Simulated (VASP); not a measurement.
# MgO: single point with PBE

Crystal: MgO.

```
Mg O
1.0
     3.28038    0.00000    0.00000
    -1.64019    2.84089    0.00000
     0.00000    0.00000   10.51471
Mg O
4 4
Direct
  0.33333 0.66667 0.96948
  0.00000 0.00000 0.22081
  0.00000 0.00000 0.72081
  0.66667 0.33333 0.46948
  0.33333 0.66667 0.78005
  0.00000 0.00000 0.57150
  0.00000 0.00000 0.02966
  0.66667 0.33333 0.28005
```

This cell differs from its parent crystal: atom 6 (O) moved by +0.000 Å along [1 0 0] and +0.440 Å along [0 0 1].

- Program: VASP 6.6.1
- Task: single point
- Functional: PBE
- Potentials or basis: VASP PAW PBE potentials, release 64 (Mg, O)
- Cutoff: 520 eV
- k mesh: 9 × 9 × 2
- Occupations: gaussian, width 0.05 eV
- Spin: no spin polarisation

```
Pressure               : 6.5 GPa
Largest force          : 13.812 eV/Å
Band gap on the k mesh : 1.69 eV, direct
```

Forces on the atoms (eV/Å):
```
Mg    0.000   0.000  -0.875
Mg    0.000   0.000  -0.880
Mg    0.000   0.000  10.296
Mg    0.000   0.000   2.571
O     0.000   0.000   0.970
O     0.000   0.000 -13.812
O     0.000   0.000   0.887
O     0.000   0.000   0.843
```

Stress tensor (GPa, compression positive):
```
-1.35  0.00  0.00
 0.00 -1.35  0.00
 0.00  0.00 22.08
```

Levels at points of the mesh, in eV from the valence-band top:
| k point | band 13 | band 14 | band 15 | band 16 | band 17 | band 18 | band 19 | band 20 |
| --- | --- | --- | --- | --- | --- | --- | --- | --- |
| (0.00, 0.00, 0.00) | -1.05 | -0.83 | 0.00 | 0.00 | 1.69 | 4.28 | 4.92 | 7.43 |
| (0.00, 0.00, 0.50) | -1.05 | -1.05 | 0.00 | 0.00 | 2.05 | 3.55 | 6.07 | 6.29 |

Wall time 31 s on 1 thread of Intel(R) Xeon(R) 6975P-C (Granite Rapids), with other jobs on the host, peak memory 0.22 GiB.

Caveat: the cell differs from its parent crystal (atom 6 (O) moved by +0.000 Å along [1 0 0] and +0.440 Å along [0 0 1]); forces of over 1 eV/Å act on the atoms, so gaps and moduli don't describe the material at rest. A k mesh can miss the band edges.
